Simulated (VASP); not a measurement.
# BP (F-43m) in VASP: a series of runs

BP is run at these levels: PBEsol, LDA; tasks: single point.

All numbers are computed with VASP 6.6.1; they aren't measurements. Logs are shortened: lines on timing, memory, paths and dates and some standing lists are left out, and cuts for length are marked.

### Step 1. The cell of the first run

Symmetry: F-43m, No. 216, cubic system. The conventional cell has a = 4.537 Å, b = 4.537 Å, c = 4.537 Å, α = 90.00°, β = 90.00°, γ = 90.00°. Within 2.6 Å of B (site symmetry -43m) lie 4 P at 1.96 Å. Within 2.6 Å of P (site symmetry -43m) lie 4 B at 1.96 Å.

### Step 2. Single point, PBEsol

INCAR reads:

```
PREC = Accurate ; ENCUT = 500
EDIFF = 1E-6 ; ISMEAR = -1
SIGMA = 0.001 ; LREAL = F
LASPH = T ; NELM = 120
ALGO = Normal ; ISIF = 2
LWAVE = F ; LCHARG = F
GGA = PS ; NBANDS = 11
GGA_COMPAT = F
```

KPOINTS reads:

```
Automatic mesh
0
Gamma
  6 6 6
```

POSCAR reads:

```
BP
1.0
    0.0000000000      2.2683156724      2.2683156724
    2.2683156724      0.0000000000      2.2683156724
    2.2683156724      2.2683156724      0.0000000000
B P
1 1
Direct
    0.0000000000      0.0000000000      0.0000000000
    0.2500000000      0.2500000000      0.2500000000
```

Potentials or basis: VASP PAW PBE potentials, release 64 (B, P).

Launch:

```bash
$ cat potpaw_PBE.64/B/POTCAR potpaw_PBE.64/P/POTCAR > POTCAR
$ mpirun -np 1 vasp_std > vasp.out
```

OUTCAR:

```text
PREC = Accurate
   ENCUT = 500
   EDIFF = 1E-6
   ISMEAR = -1
   LREAL = F
   LASPH = T
   NELM = 120
   ISIF = 2
   GGA = PS

 ion  position               nearest neighbor table
   1  0.000  0.000  0.000-   2 1.96   2 1.96   2 1.96   2 1.96
   2  0.250  0.250  0.250-   1 1.96   1 1.96   1 1.96   1 1.96

  LATTYP: Found a face centered cubic cell.
 ALAT       =     4.5366313448

  Lattice vectors:

 A1 = (   0.0000000000,   2.2683156724,   2.2683156724)
 A2 = (   2.2683156724,   0.0000000000,   2.2683156724)
 A3 = (   2.2683156724,   2.2683156724,   0.0000000000)

Analysis of symmetry for initial positions (statically):
=====================================================================
 Subroutine PRICEL returns:
 Original cell was already a primitive cell.

 Routine SETGRP: Setting up the symmetry group for a
 face centered cubic supercell.

 Subroutine GETGRP returns: Found 24 space group operations
 (whereof 24 operations were pure point group operations)
 out of a pool of 48 trial point group operations.

The static configuration has the point symmetry T_d .

Analysis of symmetry for dynamics (positions and initial velocities):
=====================================================================
 Subroutine PRICEL returns:
 Original cell was already a primitive cell.

 Routine SETGRP: Setting up the symmetry group for a
 face centered cubic supercell.

 Subroutine GETGRP returns: Found 24 space group operations
 (whereof 24 operations were pure point group operations)
 out of a pool of 48 trial point group operations.

The dynamic configuration has the point symmetry T_d .

 Subroutine INISYM returns: Found 24 space group operations
 (whereof 24 operations are pure point group operations),
 and found     1 'primitive' translations

----------------------------------------------------------------------------------------

                                     Primitive cell

  volume of cell :      23.3421

  direct lattice vectors                    reciprocal lattice vectors
     0.000000000  2.268315672  2.268315672    -0.220427873  0.220427873  0.220427873
     2.268315672  0.000000000  2.268315672     0.220427873 -0.220427873  0.220427873
     2.268315672  2.268315672  0.000000000     0.220427873  0.220427873 -0.220427873

  length of vectors
     3.207882788  3.207882788  3.207882788     0.381792276  0.381792276  0.381792276

  position of ions in fractional coordinates (direct lattice)
     0.000000000  0.000000000  0.000000000
     0.250000000  0.250000000  0.250000000

  ion indices of the primitive-cell ions
   primitive index   ion index
                 1           1
                 2           2

----------------------------------------------------------------------------------------

 KPOINTS: Automatic mesh

Automatic generation of k-mesh.
 Grid dimensions read from file:
 generate k-points for:    6    6    6

 Generating k-lattice:

  Cartesian coordinates                     Fractional coordinates (reciprocal lattice)
    -0.036737979  0.036737979  0.036737979     0.166666667  0.000000000  0.000000000
     0.036737979 -0.036737979  0.036737979     0.000000000  0.166666667  0.000000000
     0.036737979  0.036737979 -0.036737979     0.000000000  0.000000000  0.166666667

  Length of vectors
     0.063632046  0.063632046  0.063632046

  Shift w.r.t. Gamma in fractional coordinates (k-lattice)
     0.000000000  0.000000000  0.000000000

 Subroutine IBZKPT returns following result:
 ===========================================

 Found     16 irreducible k-points:

 Following reciprocal coordinates:
            Coordinates               Weight
  0.000000  0.000000  0.000000      1.000000
  0.166667  0.000000  0.000000      8.000000
  0.333333  0.000000  0.000000      8.000000
  0.500000  0.000000  0.000000      4.000000
  0.166667  0.166667  0.000000      6.000000
  0.333333  0.166667  0.000000     24.000000
[... 8 lines left out ...]
 -0.333333  0.333333  0.166667     24.000000
 -0.333333  0.500000  0.166667     12.000000
   k-points           NKPTS =     16   k-points in BZ     NKDIM =     16   number of bands    NBANDS=     11
   number of dos      NEDOS =    301   number of ions     NIONS =      2
   total plane-waves  NPLWV =  13824
   dimension x,y,z NGX =    24 NGY =   24 NGZ =   24
   dimension x,y,z NGXF=    48 NGYF=   48 NGZF=   48
   ions per type =               1   1
   NGX,Y,Z   is equivalent  to a cutoff of  12.44, 12.44, 12.44 a.u.
   NGXF,Y,Z  is equivalent  to a cutoff of  24.88, 24.88, 24.88 a.u.
 SYSTEM =  unknown system
   PREC   = accura    normal or accurate (medium, high low for compatibility)
   ISTART =      0    job   : 0-new  1-cont  2-samecut
   ICHARG =      2    charge: 1-file 2-atom 10-const
   ISPIN  =      1    spin polarized calculation?
   LNONCOLLINEAR =      F non collinear calculations
   LSORBIT =      F    spin-orbit coupling
   LASPH  =      T    aspherical Exc in radial PAW
   ENCUT  =  500.0 eV  36.75 Ry    6.06 a.u.   5.85  5.85  5.85*2*pi/ulx,y,z
   NELM   =    120;   NELMIN=  2; NELMDL= -5     # of ELM steps
   EDIFF  = 0.1E-05   stopping-criterion for ELM
   LREAL  =      F    real-space projection
   EDIFFG = 0.1E-04   stopping-criterion for IOM
   NSW    =      0    number of steps for IOM
   IBRION =     -1    ionic relax: 0-MD 1-quasi-New 2-CG
   NFREE  =      0    steps in history (QN), initial steepest desc. (CG)
   ISIF   =      2    stress and relaxation
   ISYM   =      2    0-nonsym 1-usesym 2-fastsym
   POTIM  = 0.5000    time-step for ionic-motion
   TEBEG  =    0.0;   TEEND  =   0.0 temperature during run
   PSTRESS=    0.0 pullay stress
   NELECT =       8.0000    total number of electrons
   NUPDOWN=      -1.0000    fix difference up-down
   EMIN   =  10.00;   EMAX   =-10.00  energy-range for DOS
   EFERMI =   0.00;   METHOD = LEGACY
   ISMEAR =    -1;   SIGMA  =   0.00  broadening in eV -4-tet -1-fermi 0-gaus
   EFERMI_NEDOS =   21; number of points for ismear=-14 and -15
   IALGO  =     38    algorithm
   IMIX   =      4    mixing-type and parameters
     AMIX     =   0.40;   BMIX     =  1.00
     AMIX_MAG =   1.60;   BMIX_MAG =  1.00
  volume/ion in A,a.u.               =      11.67        78.76
  Fermi-wavevector in a.u.,A,eV,Ry     =   1.145666  2.164995 17.858333  1.312550
  Thomas-Fermi vector in A             =   2.282353
   LORBIT       =      0    0 simple, 1 ext, 2 COOP (PROOUT), +10 PAW based schemes
   GGA     = PS    functional components
   LHFCALC =     F    Hartree Fock is set to
   AEXX    =    0.0000 exact exchange contribution
   IVDW    =     0    specifies the selected vdW correction
   LEPSILON=     F    determine dielectric tensor
   LRPA    =     F    only Hartree local field effects (RPA)
 non-spin polarized calculation
  energy-cutoff  :      500.00
  volume of cell :       23.34
 maximum number of plane-waves:       609
   NGX = 11   NGY = 11   NGZ = 11

 number of electron       8.0000000 magnetization

 Free energy of the ion-electron system (eV)
  ---------------------------------------------------
  ext. energy  EPLUGINS =         0.00000000
  ---------------------------------------------------
  free energy    TOTEN  =       -13.65399390 eV

  energy without entropy =      -13.65399390  energy(sigma->0) =      -13.65399390

 E-fermi :   7.4683     XC(G=0): -11.0472

 val. band max:        7.4227057817   @ k =   0.0000   0.0000   0.0000
 cond. band min:       8.6427278369   @ k =   0.5000   0.5000   0.0000
 fundamental gap:      1.2200220551
 Fermi energy:         7.4682646349

 k-point     1 :       0.0000    0.0000    0.0000
  band No.  band energies     occupation
      1      -8.0860      2.00000
      2       7.4227      2.00000
      3       7.4227      2.00000
      4       7.4227      2.00000
      5      10.7778      0.00000
      6      10.7778      0.00000
      7      10.7778      0.00000
      8      14.7790      0.00000
      9      18.6678      0.00000
     10      19.5428      0.00000
     11      19.5428      0.00000

 k-point     2 :       0.1667    0.0000    0.0000
  band No.  band energies     occupation
      1      -7.5861      2.00000
      2       4.5614      2.00000
      3       6.7500      2.00000
      4       6.7500      2.00000
      5      11.3961      0.00000
      6      11.6897      0.00000
      7      11.6897      0.00000
      8      16.0462      0.00000
      9      18.3023      0.00000
     10      18.3023      0.00000
     11      19.9314      0.00000

 k-point     3 :       0.3333    0.0000    0.0000
  band No.  band energies     occupation
      1      -6.1606      2.00000
      2       0.6437      2.00000
      3       5.9435      2.00000
      4       5.9435      2.00000
      5      11.2736      0.00000
      6      12.2262      0.00000
      7      12.2262      0.00000
      8      17.3847      0.00000
      9      19.2576      0.00000
     10      19.2576      0.00000
     11      20.6625      0.00000

 k-point     4 :       0.5000    0.0000    0.0000
  band No.  band energies     occupation
      1      -4.7316      2.00000
      2      -1.6830      2.00000
      3       5.6540      2.00000
      4       5.6540      2.00000
      5      11.1591      0.00000
      6      12.0695      0.00000
      7      12.0695      0.00000
      8      17.3510      0.00000
      9      22.0173      0.00000
     10      22.0173      0.00000
     11      22.0630      0.00000
[... 127 lines left out ...]
 k-point    14 :       0.5000    0.3333    0.1667
  band No.  band energies     occupation
      1      -4.9310      2.00000
      2       0.8816      2.00000
      3       2.3574      2.00000
      4       4.1183      2.00000
      5      11.3532      0.00000
      6      12.8381      0.00000
      7      13.8609      0.00000
      8      16.9115      0.00000
      9      20.0732      0.00000
     10      20.9319      0.00000
     11      25.0447      0.00000

 k-point    15 :      -0.3333    0.3333    0.1667
  band No.  band energies     occupation
      1      -3.6114      2.00000
      2      -0.7321      2.00000
      3       1.8671      2.00000
      4       3.3945      2.00000
      5      11.8379      0.00000
      6      13.0611      0.00000
      7      15.9693      0.00000
      8      16.5297      0.00000
      9      17.8636      0.00000
     10      22.2175      0.00000
     11      24.9068      0.00000

 k-point    16 :      -0.3333    0.5000    0.1667
  band No.  band energies     occupation
      1      -2.9976      2.00000
      2      -0.8116      2.00000
      3       2.0544      2.00000
      4       2.1751      2.00000
      5      11.1653      0.00000
      6      11.7624      0.00000
      7      16.5143      0.00000
      8      17.1435      0.00000
      9      20.3289      0.00000
     10      23.5868      0.00000
     11      23.8422      0.00000

------------------------ aborting loop because EDIFF is reached ----------------------------------------

  FORCE on cell =-STRESS in cart. coord.  units (eV):
  Direction    XX          YY          ZZ          XY          YZ          ZX
  --------------------------------------------------------------------------------------
  -------------------------------------------------------------------------------------
  Total       -0.2287038     -0.2287038     -0.2287038      0.0000000      0.0000000      0.0000000
  in kB      -15.6979695    -15.6979695    -15.6979695      0.0000000      0.0000000      0.0000000
  external PRESSURE =     -15.6979695 kB  Pullay stress =       0.0000000 kB

 VOLUME and BASIS-vectors are now :
 -----------------------------------------------------------------------------
  energy-cutoff  :      500.00
  volume of cell :       23.34
      direct lattice vectors                 reciprocal lattice vectors
     0.000000000  2.268315672  2.268315672    -0.220427873  0.220427873  0.220427873
     2.268315672  0.000000000  2.268315672     0.220427873 -0.220427873  0.220427873
     2.268315672  2.268315672  0.000000000     0.220427873  0.220427873 -0.220427873

 POSITION                                       TOTAL-FORCE (eV/Angst)
 -----------------------------------------------------------------------------------
      0.00000      0.00000      0.00000        -0.000000     -0.000000     -0.000000
      1.13416      1.13416      1.13416         0.000000      0.000000      0.000000
 -----------------------------------------------------------------------------------
    total drift:                                0.000000      0.000000      0.000000

  FREE ENERGIE OF THE ION-ELECTRON SYSTEM (eV)
  ---------------------------------------------------
  free  energy   TOTEN  =       -13.6539939008 eV

  energy  without entropy=      -13.6539939008  energy(sigma->0) =      -13.65399390
```

It took 6 s on 1 thread of AMD EPYC 7R13, shared host; peak memory 0.1 GiB.

Results:

| Property | Result |
| --- | --- |
| Free energy | -13.6540 eV |
| Pressure | -1.6 GPa |
| Band gap on the k mesh | 1.22 eV, indirect (least direct gap 3.36 eV) |

Caveat: the PAW data sets were made with another functional, which shifts forces and pressure a little.

### Step 3. Single point, LDA

INCAR reads:

```
  PREC = Accurate
  ENCUT = 500
  EDIFF = 1E-6
  ISMEAR = 0
  SIGMA = 0.01
  LREAL = False
  LASPH = True
  NELM = 120
  ALGO = Normal
  ISIF = 2
  LWAVE = False
  LCHARG = True
  LELF = True
  LVHAR = True
  NBANDS = 11
  GGA_COMPAT = False
```

KPOINTS is that of step 2.

POSCAR is that of step 2.

Potentials or basis: VASP PAW LDA potentials, release 64 (B, P).

Launch:

```bash
$ cat potpaw_LDA.64/B/POTCAR potpaw_LDA.64/P/POTCAR > POTCAR
$ mpirun -np 1 vasp_std > vasp.out
```

Wall time 8.2 s (1 thread of AMD EPYC 7R13, shared host); peak memory 0.09 GiB.

The run converged. Its results:

```yaml
Free_energy: -14.3701 eV
Pressure: -5.1 GPa
Band_gap_on_the_k_mesh: 1.29 eV, indirect (least direct gap 3.38 eV)
```

Levels at points of the mesh, in eV from the valence-band top:
```csv
k point,band 1,band 2,band 3,band 4,band 5,band 6,band 7,band 8
"(0.00, 0.00, 0.00)",-15.40,0.00,0.00,0.00,3.38,3.38,3.38,7.38
"(0.50, 0.00, 0.00)",-12.06,-9.02,-1.75,-1.75,3.78,4.68,4.68,9.92
"(0.50, 0.50, 0.00)",-10.56,-8.49,-4.11,-4.11,1.29,1.55,12.01,12.01
```

[end of part 1 of 2]
